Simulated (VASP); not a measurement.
Here is a VASP 6.6.1 calculation.

The input INCAR:

```
  PREC = Accurate
  ENCUT = 520
  EDIFF = 1E-7
  ISMEAR = 0
  SIGMA = 0.05
  LREAL = False
  LASPH = True
  NELM = 100
  ALGO = Normal
  ISIF = 2
  LWAVE = False
  LCHARG = False
  NBANDS = 13
```

KPOINTS

```
Automatic mesh
0
Gamma
  18 18 18
```

The input POSCAR:

```
Mo
1.0
   -1.5750000000      1.5750000000      1.5750000000
    1.5750000000     -1.5750000000      1.5750000000
    1.5750000000      1.5750000000     -1.5750000000
Mo
1
Direct
    0.0000000000      0.0000000000      0.0000000000
```

Potentials or basis: VASP PAW LDA potentials, release 64 (Mo_sv).

Command:

```bash
$ cat potpaw_LDA.64/Mo_sv/POTCAR > POTCAR
$ mpirun -np 1 vasp_std > vasp.out
```

(1) What does it give for the band gap on the k mesh?

(2) Estimate the pressure.

Results:

(1) zero (band 7 reaches 16.48 eV, above the bottom of band 8 at 11.09 eV).

(2) -9.1 GPa.
